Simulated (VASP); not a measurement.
Set up this calculation in VASP 6.6.1, as the native input.

```
Task                   : relaxation of the atoms
Functional             : PBE
Potentials or basis    : VASP PAW PBE potentials, release 64 (In_d, Sb)
Cutoff                 : 450 eV
k mesh                 : 12 × 12 × 12
Occupations            : fermi-dirac, width 0.05 eV
Spin                   : no spin polarisation
Dipole correction      : no
Further INCAR settings : ALGO = Normal; EDIFF = 1e-07; IBRION = 2; EDIFFG = -0.02; NSW = 80
```

The structure of InSb lies in POSCAR:

```
InSb
1.0
    0.0000000000      3.1953230120      3.1953230120
    3.1953230120      0.0000000000      3.1953230120
    3.1953230120      3.1953230120      0.0000000000
In Sb
1 1
Direct
    0.0000000000      0.0000000000      0.0000000000
    0.7500000000      0.7500000000      0.7500000000
```

This cell differs from its parent crystal: volume scaled by 0.96.

The input as run:

INCAR

```
SYSTEM = InSb
ALGO = Normal ; EDIFF = 1E-7
EDIFFG = -0.02 ; ENCUT = 450
GGA = PE ; GGA_COMPAT = .FALSE.
IBRION = 2 ; ISIF = 2
ISMEAR = -1 ; LASPH = .TRUE.
LCHARG = .FALSE. ; LREAL = .FALSE.
LWAVE = .FALSE. ; NELM = 120
NELMIN = 4 ; NSW = 80
PREC = Accurate ; SIGMA = 0.05
```

KPOINTS

```
k-points
0
G
  12 12 12
  0 0 0
```

Potentials or basis: VASP PAW PBE potentials, release 64 (In_d, Sb).

Run with:

```bash
$ cat potpaw_PBE.64/In_d/POTCAR potpaw_PBE.64/Sb/POTCAR > POTCAR
$ mpirun -np 1 vasp_std > vasp.out
```

Results of the run:

* Pressure after relaxing: 5.4 GPa

Caveat: the relaxation stopped at its first step, so nothing moved.

Wall time 24 s on 1 thread of Intel(R) Xeon(R) Platinum 8488C (Sapphire Rapids), with other jobs on the host, peak memory 0.21 GiB.
